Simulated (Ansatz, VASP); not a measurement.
## TiC in VASP and in Ansatz

```
CELL_PARAMETERS angstrom
0.06759 2.15872 2.10561
2.29408 -0.01892 2.19211
2.20083 2.15197 0.07433
ATOMIC_POSITIONS crystal
Ti 0.00537 0.99974 0.99865
C 0.51358 0.50020 0.49826
```

Alike in both runs: task single point; functional LDA; k mesh 8 × 8 × 8; no spin polarisation.

```csv
,VASP,Ansatz
version,VASP 6.6.1,Ansatz 0.2.0
potentials or method,"VASP PAW LDA potentials, release 64 (Ti_sv, C), cutoff 600 eV","plane waves, PAW"
occupations,"methfessel-paxton of order 1, width 0.1 eV",methfessel-paxton of order 1
valence electrons in the cell,16,16
```

|  | VASP | Ansatz | Ansatz less VASP |
| --- | --- | --- | --- |
| pressure (GPa) | -9.9 | -10.4 | -0.48 |
| traceless stress, the component that is largest in VASP (GPa) | -13.01 | -13.06 | -0.055 |
| rms of the force components (eV/Å) | 0.151 | 0.150 | -0.0015 |

LDA's correlation is that of Perdew and Zunger in VASP and of Perdew and Wang (1992) in Ansatz. Atom by atom the forces differ by 0.001 eV/Å (rms over components). Ansatz's warnings: stress scf threshold loose.
